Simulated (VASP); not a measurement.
# AlGaN2 (P-4m2) in VASP: a series of runs

AlGaN2 is run at these levels: r2SCAN; tasks: relaxation of the atoms, relaxation of cell and atoms, relaxation of shape and atoms at fixed volume.

Everything below comes from runs of VASP 6.6.1. Logs are shortened: lines on timing, memory, paths and dates and some standing lists are left out, and cuts for length are marked.

## 1. The cell of the first run

The structure is tetragonal, space group P-4m2 (No. 115). Conventional cell: a = 3.139 Å, b = 3.139 Å, c = 4.245 Å, α = 90.00°, β = 90.00°, γ = 90.00°. Within 2.5 Å of Al (site symmetry -4m2) lie 4 N at 1.87 Å. Within 2.5 Å of Ga (site symmetry -4m2) lie 4 N at 1.92 Å. Within 2.5 Å of N (site symmetry 2mm) lie 2 Al at 1.87 Å and 2 Ga at 1.92 Å.

## 2. Relaxation of the atoms, r2SCAN (strain along c alone, the other axes held: -4.0 %)

POSCAR

```
AlGaN2
1.0
    3.1385264203      0.0000000000      0.0000000000
    0.0000000000      3.1385264203      0.0000000000
    0.0000000000      0.0000000000      4.2454624594
Al Ga N
1 1 2
Direct
    0.5000000000      0.5000000000      0.5000000000
    0.0000000000      0.0000000000      0.0000000000
    0.5000000000      0.0000000000      0.7387428355
    0.0000000000      0.5000000000      0.2612571645
```

INCAR.step1

```
ALGO = Normal ; EDIFF = 1E-4
ENCUT = 520 ; GGA = PE
ISMEAR = 0 ; LASPH = T
LCHARG = F ; LREAL = F
LWAVE = T ; NELM = 60
PREC = Accurate ; SIGMA = 0.02
```

INCAR.step2

```
ALGO = Normal ; EDIFF = 1E-6
EDIFFG = -0.008 ; ENCUT = 520
IBRION = 2 ; ISIF = 2
ISMEAR = 0 ; ISTART = 1
LASPH = T ; LCHARG = F
LMIXTAU = T ; LREAL = F
LWAVE = F ; METAGGA = R2SCAN
NELM = 60 ; NSW = 60
PREC = Accurate ; SIGMA = 0.02
```

KPOINTS

```
k-points
0
Gamma
  8 8 6
```

Potentials or basis: VASP PAW PBE potentials, release 64 (Al, Ga_d, N).

Command:

```sh
$ cat potpaw_PBE.64/Al/POTCAR potpaw_PBE.64/Ga_d/POTCAR potpaw_PBE.64/N/POTCAR > POTCAR
$ cp INCAR.step1 INCAR
$ mpirun -np 1 vasp_std > vasp.out
$ cp INCAR.step2 INCAR
$ mpirun -np 1 vasp_std > vasp.out
```

OUTCAR:

```text
EDIFF = 1E-6
   EDIFFG = -0.008
   ENCUT = 520
   IBRION = 2
   ISIF = 2
   ISMEAR = 0
   ISTART = 1
   LASPH = T
   LREAL = F
   METAGGA = R2SCAN
   NELM = 60
   NSW = 60
   PREC = Accurate

 ion  position               nearest neighbor table
   1  0.500  0.500  0.500-   3 1.87   4 1.87   3 1.87   4 1.87   2 3.07   2 3.07   2 3.07   2 3.07
                             2 3.07   2 3.07   2 3.07   2 3.07
   2  0.000  0.000  0.000-   3 1.92   4 1.92   4 1.92   3 1.92   1 3.07   1 3.07   1 3.07   1 3.07
                             1 3.07   1 3.07   1 3.07   1 3.07
   3  0.500  0.000  0.739-   1 1.87   1 1.87   2 1.92   2 1.92
   4  0.000  0.500  0.261-   1 1.87   1 1.87   2 1.92   2 1.92

  LATTYP: Found a simple tetragonal cell.
 ALAT       =     3.1385264203
 C/A-ratio  =     1.3526929173

  Lattice vectors:

 A1 = (   3.1385264203,   0.0000000000,   0.0000000000)
 A2 = (   0.0000000000,   3.1385264203,   0.0000000000)
 A3 = (   0.0000000000,   0.0000000000,   4.2454624594)

Analysis of symmetry for initial positions (statically):
=====================================================================
 Subroutine PRICEL returns:
 Original cell was already a primitive cell.

 Routine SETGRP: Setting up the symmetry group for a
 simple tetragonal supercell.

 Subroutine GETGRP returns: Found  8 space group operations
 (whereof  8 operations were pure point group operations)
 out of a pool of 16 trial point group operations.

The static configuration has the point symmetry D_2d.

Analysis of symmetry for dynamics (positions and initial velocities):
=====================================================================
 Subroutine PRICEL returns:
 Original cell was already a primitive cell.

 Routine SETGRP: Setting up the symmetry group for a
 simple tetragonal supercell.

 Subroutine GETGRP returns: Found  8 space group operations
 (whereof  8 operations were pure point group operations)
 out of a pool of 16 trial point group operations.

The dynamic configuration has the point symmetry D_2d.

 Subroutine INISYM returns: Found  8 space group operations
 (whereof  8 operations are pure point group operations),
 and found     1 'primitive' translations

----------------------------------------------------------------------------------------

                                     Primitive cell

  volume of cell :      41.8193

  direct lattice vectors                    reciprocal lattice vectors
     3.138526420  0.000000000  0.000000000     0.318620864  0.000000000  0.000000000
     0.000000000  3.138526420  0.000000000     0.000000000  0.318620864  0.000000000
     0.000000000  0.000000000  4.245462459     0.000000000  0.000000000  0.235545599

  length of vectors
     3.138526420  3.138526420  4.245462459     0.318620864  0.318620864  0.235545599

  position of ions in fractional coordinates (direct lattice)
     0.500000000  0.500000000  0.500000000
     0.000000000  0.000000000  0.000000000
     0.500000000  0.000000000  0.738742835
     0.000000000  0.500000000  0.261257165

  ion indices of the primitive-cell ions
   primitive index   ion index
                 1           1
                 2           2
                 3           3
                 4           4

----------------------------------------------------------------------------------------

 KPOINTS: k-points

Automatic generation of k-mesh.
 Grid dimensions read from file:
 generate k-points for:    8    8    6

 Generating k-lattice:

  Cartesian coordinates                     Fractional coordinates (reciprocal lattice)
     0.039827608  0.000000000  0.000000000     0.125000000  0.000000000  0.000000000
     0.000000000  0.039827608  0.000000000     0.000000000  0.125000000  0.000000000
     0.000000000  0.000000000  0.039257600     0.000000000  0.000000000  0.166666667

  Length of vectors
     0.039827608  0.039827608  0.039257600

  Shift w.r.t. Gamma in fractional coordinates (k-lattice)
     0.000000000  0.000000000  0.000000000

 Subroutine IBZKPT returns following result:
 ===========================================

 Found     60 irreducible k-points:

 Following reciprocal coordinates:
            Coordinates               Weight
  0.000000  0.000000  0.000000      1.000000
  0.125000  0.000000  0.000000      4.000000
  0.250000  0.000000  0.000000      4.000000
  0.375000  0.000000  0.000000      4.000000
  0.500000  0.000000  0.000000      2.000000
  0.125000  0.125000  0.000000      4.000000
[... 16 lines left out ...]
  0.375000  0.125000  0.166667     16.000000
  0.500000  0.125000  0.166667      8.000000
 [... further k-points ...]
   k-points           NKPTS =     60   k-points in BZ     NKDIM =     60   number of bands    NBANDS=     17
   number of dos      NEDOS =    301   number of ions     NIONS =      4
   total plane-waves  NPLWV =  18432
   dimension x,y,z NGX =    24 NGY =   24 NGZ =   32
   dimension x,y,z NGXF=    48 NGYF=   48 NGZF=   64
   ions per type =               1   1   2
   NGX,Y,Z   is equivalent  to a cutoff of  12.71, 12.71, 12.53 a.u.
   NGXF,Y,Z  is equivalent  to a cutoff of  25.43, 25.43, 25.06 a.u.
 SYSTEM =  unknown system
   PREC   = accura    normal or accurate (medium, high low for compatibility)
   ISTART =      1    job   : 0-new  1-cont  2-samecut
   ICHARG =      0    charge: 1-file 2-atom 10-const
   ISPIN  =      1    spin polarized calculation?
   LNONCOLLINEAR =      F non collinear calculations
   LSORBIT =      F    spin-orbit coupling
   LASPH  =      T    aspherical Exc in radial PAW
   ENCUT  =  520.0 eV  38.22 Ry    6.18 a.u.   5.84  5.84  7.89*2*pi/ulx,y,z
   NELM   =     60;   NELMIN=  2; NELMDL=  0     # of ELM steps
   EDIFF  = 0.1E-05   stopping-criterion for ELM
   LREAL  =      F    real-space projection
   EDIFFG = -.8E-02   stopping-criterion for IOM
   NSW    =     60    number of steps for IOM
   IBRION =      2    ionic relax: 0-MD 1-quasi-New 2-CG
   NFREE  =      1    steps in history (QN), initial steepest desc. (CG)
   ISIF   =      2    stress and relaxation
   ISYM   =      2    0-nonsym 1-usesym 2-fastsym
   POTIM  = 0.5000    time-step for ionic-motion
   TEBEG  =    0.0;   TEEND  =   0.0 temperature during run
   PSTRESS=    0.0 pullay stress
   NELECT =      26.0000    total number of electrons
   NUPDOWN=      -1.0000    fix difference up-down
   EMIN   =  10.00;   EMAX   =-10.00  energy-range for DOS
   EFERMI =   0.00;   METHOD = LEGACY
   ISMEAR =     0;   SIGMA  =   0.02  broadening in eV -4-tet -1-fermi 0-gaus
   EFERMI_NEDOS =   21; number of points for ismear=-14 and -15
   IALGO  =     38    algorithm
   IMIX   =      4    mixing-type and parameters
     AMIX     =   0.40;   BMIX     =  1.00
     AMIX_MAG =   1.60;   BMIX_MAG =  1.00
  volume/ion in A,a.u.               =      10.45        70.55
  Fermi-wavevector in a.u.,A,eV,Ry     =   1.397249  2.640417 26.562712  1.952304
  Thomas-Fermi vector in A             =   2.520524
   LORBIT       =      0    0 simple, 1 ext, 2 COOP (PROOUT), +10 PAW based schemes
   METAGGA = R2SCAN    functional components
   LHFCALC =     F    Hartree Fock is set to
   AEXX    =    0.0000 exact exchange contribution
   IVDW    =     0    specifies the selected vdW correction
   LEPSILON=     F    determine dielectric tensor
   LRPA    =     F    only Hartree local field effects (RPA)
 conjugate gradient relaxation of ions
 non-spin polarized calculation
 Gauss-broadening in eV      SIGMA  =   0.02
  energy-cutoff  :      520.00
  volume of cell :       41.82
 maximum number of plane-waves:      1160
 NGX is ok and might be reduce to    24
   NGX = 11   NGY = 11   NGZ = 15

--------------------------------------- Ionic step        1  -------------------------------------------

 number of electron      25.9999990 magnetization

 Free energy of the ion-electron system (eV)
  ---------------------------------------------------
  ext. energy  EPLUGINS =         0.00000000
  ---------------------------------------------------
  free energy    TOTEN  =       -41.00368104 eV

  energy without entropy =      -41.00368104  energy(sigma->0) =      -41.00368104

------------------------ aborting loop because EDIFF is reached ----------------------------------------

  FORCE on cell =-STRESS in cart. coord.  units (eV):
  Direction    XX          YY          ZZ          XY          YZ          ZX
  --------------------------------------------------------------------------------------
  -------------------------------------------------------------------------------------
  Total        1.9973835      1.9973835      3.2453412      0.0000000      0.0000000      0.0000000
  in kB       76.5236114     76.5236114    124.3352765      0.0000000      0.0000000      0.0000000
  external PRESSURE =      92.4608331 kB  Pullay stress =       0.0000000 kB
[... 61 lines left out ...]
  energy  without entropy=      -41.0042556706  energy(sigma->0) =      -41.00425567

--------------------------------------- Ionic step        3  -------------------------------------------

 number of electron      25.9999990 magnetization

 Free energy of the ion-electron system (eV)
  ---------------------------------------------------
  ext. energy  EPLUGINS =         0.00000000
  ---------------------------------------------------
  free energy    TOTEN  =       -41.00434784 eV

  energy without entropy =      -41.00434784  energy(sigma->0) =      -41.00434784

 E-fermi :   5.8949     XC(G=0): -12.2952

 val. band max:        5.7735404135   @ k =   0.0000   0.0000   0.0000
 cond. band min:       9.5047643881   @ k =   0.0000   0.0000   0.0000
 fundamental gap:      3.7312239745
 Fermi energy:         5.8949132345

 k-point     1 :       0.0000    0.0000    0.0000
  band No.  band energies     occupation
      1     -10.7768      2.00000
      2      -8.9820      2.00000
      3      -7.5086      2.00000
      4      -7.5086      2.00000
      5      -7.4338      2.00000
      6      -7.2417      2.00000
[... 9 lines left out ...]
     16      13.9857      0.00000
     17      18.2785      0.00000
[... 443 lines left out ...]
      1      -9.3506      2.00000
      2      -9.2318      2.00000
      3      -7.4896      2.00000
      4      -7.3707      2.00000
      5      -7.3508      2.00000
      6      -6.8225      2.00000
[... 9 lines left out ...]
     16      14.6633      0.00000
     17      15.3663      0.00000

 [... further k-points ...]

------------------------ aborting loop because EDIFF is reached ----------------------------------------

  FORCE on cell =-STRESS in cart. coord.  units (eV):
  Direction    XX          YY          ZZ          XY          YZ          ZX
  --------------------------------------------------------------------------------------
  -------------------------------------------------------------------------------------
  Total        2.0067862      2.0067862      3.2265462      0.0000000      0.0000000     -0.0000000
  in kB       76.8838478     76.8838478    123.6152018      0.0000000      0.0000000     -0.0000000
  external PRESSURE =      92.4609658 kB  Pullay stress =       0.0000000 kB
[... 19 lines left out ...]
  FREE ENERGIE OF THE ION-ELECTRON SYSTEM (eV)
  ---------------------------------------------------
  free  energy   TOTEN  =       -41.0043478423 eV

  energy  without entropy=      -41.0043478423  energy(sigma->0) =      -41.00434784

 reached required accuracy - stopping structural energy minimisation
```

Run time: 6.5 min. Hardware: 1 thread of Intel Xeon 8259CL, shared host; peak memory 0.19 GiB.

Results:

```
Free energy                  : -41.0043 eV
Energy gained by relaxing    : 0.2 meV/atom
Ionic steps                  : 3
Pressure after relaxing      : 9.2 GPa
Largest force after relaxing : 0.004 eV/Å
Band gap on the k mesh       : 3.73 eV
```

Forces on the atoms (eV/Å):
```
Al   0.000  0.000  0.000
Ga   0.000  0.000  0.000
N    0.000  0.000 -0.004
N    0.000  0.000  0.004
```

The path:
```
step  energy change (eV)  largest force (eV/Å)  pressure (GPa)
   1              0.0000                0.1397            9.25
   2             -0.0006                0.0467            9.23
   3             -0.0007                0.0039            9.25
```

Final structure:
```yaml
crystal:
  lattice:
    - [3.13853, 0.00000, 0.00000]
    - [0.00000, 3.13853, 0.00000]
    - [0.00000, 0.00000, 4.24546]
  atoms:
    - { symbol: Al, position: [0.50000, 0.50000, 0.50000] }
    - { symbol: Ga, position: [0.00000, 0.00000, 0.00000] }
    - { symbol: N, position: [0.50000, 0.00000, 0.73759] }
    - { symbol: N, position: [0.00000, 0.50000, 0.26241] }
```

Levels at points of the mesh, in eV from the valence-band top:
```csv
k point,band 9,band 10,band 11,band 12,band 13,band 14,band 15,band 16,band 17
"(0.00, 0.00, 0.00)",-2.67,-2.67,-0.11,0.00,0.00,3.73,4.07,8.21,12.51
"(0.50, 0.00, 0.00)",-4.52,-2.89,-2.76,-1.21,-0.83,7.91,8.12,8.66,9.31
"(0.50, 0.50, 0.00)",-5.23,-2.28,-2.25,-2.25,-2.21,4.00,4.00,7.56,9.96
"(0.00, 0.00, 0.50)",-2.37,-1.80,-1.80,-1.11,-1.11,6.13,6.40,8.98,10.12
"(0.50, 0.00, 0.50)",-6.44,-1.19,-0.78,-0.67,-0.38,6.17,7.61,10.31,10.60
"(0.50, 0.50, 0.50)",-4.53,-4.20,-3.43,-3.36,-3.36,7.22,7.22,10.16,11.79
```

Caveat: the cell differs from its parent crystal (strain along c alone, the other axes held: -4.0 %); the PAW data sets were made with another functional, which shifts forces and pressure a little. A k mesh can miss the band edges.

## 3. Relaxation of cell and atoms, r2SCAN, target pressure 20 GPa, at which the enthalpy is minimised

This run uses another cell than the first one, of 10.01 Å³/atom.

POSCAR

```
AlGaN2
1.0
    3.0521151471      0.0000000000      0.0000000000
    0.0000000000      3.0521151471      0.0000000000
    0.0000000000      0.0000000000      4.2984798203
Al Ga N
1 1 2
Direct
    0.5000000000      0.5000000000      0.5000000000
    0.0000000000      0.0000000000      0.0000000000
    0.5000000000      0.0000000000      0.7390100959
    0.0000000000      0.5000000000      0.2609899041
```

INCAR.step1

```
ALGO = Normal
EDIFF = 1E-4
ENCUT = 600
GGA = PE
ISMEAR = 0
LASPH = True
LCHARG = False
LREAL = False
LWAVE = True
NELM = 100
PREC = Accurate
SIGMA = 0.02
```

INCAR.step2

```
ALGO = Normal
EDIFF = 1E-6
EDIFFG = -0.008
ENCUT = 600
IBRION = 2
ISIF = 3
ISMEAR = 0
ISTART = 1
LASPH = True
LCHARG = False
LMIXTAU = True
LREAL = False
LWAVE = False
METAGGA = R2SCAN
NELM = 100
NSW = 70
PREC = Accurate
PSTRESS = 200.0
SIGMA = 0.02
```

KPOINTS is that of step 2.

Potentials or basis: VASP PAW PBE potentials, release 64 (Al, Ga_d, N).

Command:

```sh
$ cat potpaw_PBE.64/Al/POTCAR potpaw_PBE.64/Ga_d/POTCAR potpaw_PBE.64/N/POTCAR > POTCAR
$ cp INCAR.step1 INCAR
$ mpirun -np 1 vasp_std > vasp.out
$ cp INCAR.step2 INCAR
$ mpirun -np 1 vasp_std > vasp.out
```

Run time: 5.9 min. Hardware: 1 thread of Intel Xeon Platinum 8488C (Sapphire Rapids), shared host; peak memory 0.2 GiB.

It converged, with:

| Item | Value |
| --- | --- |
| Free energy | -40.8706 eV |
| Relaxed volume | 10.05 Å³/atom |
| Relaxed cell | a = 3.056 Å, b = 3.056 Å, c = 4.303 Å, α = 90.00°, β = 90.00°, γ = 90.00° |
| Space group after relaxing (to 0.1 Å) | P-4m2 (No. 115) |
| Energy change on relaxing (the run minimises the enthalpy) | -4.6 meV/atom |
| Ionic steps | 7 |
| Pressure after relaxing | 20.0 GPa |
| Band gap on the k mesh | 3.88 eV (least direct gap 4.00 eV) |

Stress tensor (GPa, compression positive):
```
20.06  0.00  0.00
 0.00 20.06  0.00
 0.00  0.00 19.94
```

The path:
```tsv
step	energy change (eV)	largest force (eV/Å)	pressure (GPa)	volume (Å³)
1	0.0000	0.1202	21.03	40.04
2	-0.0463	0.0656	18.39	40.42
3	-0.0224	0.0336	19.81	40.21
4	-0.0219	0.0352	19.86	40.21
5	-0.0172	0.0135	20.09	40.17
6	-0.0190	0.0026	19.94	40.19
7	-0.0185	0.0017	20.02	40.18
```

Final structure:
```
Al Ga N
1.0
     3.05602    0.00000    0.00000
     0.00000    3.05602    0.00000
     0.00000    0.00000    4.30254
Al Ga N
1 1 2
Direct
  0.50000 0.50000 0.50000
  0.00000 0.00000 0.00000
  0.50000 0.00000 0.73812
  0.00000 0.50000 0.26188
```

Levels at points of the mesh, in eV from the valence-band top:
| k point | band 9 | band 10 | band 11 | band 12 | band 13 | band 14 | band 15 | band 16 | band 17 |
| --- | --- | --- | --- | --- | --- | --- | --- | --- | --- |
| (0.00, 0.00, 0.00) | -2.61 | -2.61 | -0.28 | 0.00 | 0.00 | 4.00 | 4.19 | 8.86 | 12.76 |
| (0.50, 0.00, 0.00) | -4.77 | -3.22 | -3.09 | -1.14 | -0.73 | 8.11 | 8.50 | 9.13 | 9.80 |
| (0.50, 0.50, 0.00) | -5.28 | -2.54 | -2.51 | -2.51 | -2.51 | 3.88 | 3.88 | 7.50 | 9.98 |
| (0.00, 0.00, 0.50) | -2.59 | -1.80 | -1.80 | -1.05 | -1.05 | 6.21 | 6.41 | 9.42 | 10.64 |
| (0.50, 0.00, 0.50) | -6.72 | -1.12 | -1.00 | -0.64 | -0.58 | 6.50 | 7.94 | 10.51 | 10.82 |
| (0.50, 0.50, 0.50) | -4.64 | -4.43 | -3.60 | -3.55 | -3.55 | 6.99 | 6.99 | 10.55 | 12.09 |

Caveat: the cell is relaxed towards a set pressure, so the run minimises the enthalpy, not the energy; the PAW data sets were made with another functional, which shifts forces and pressure a little. A k mesh can miss the band edges.

(Part 1 of 2 ends here.)
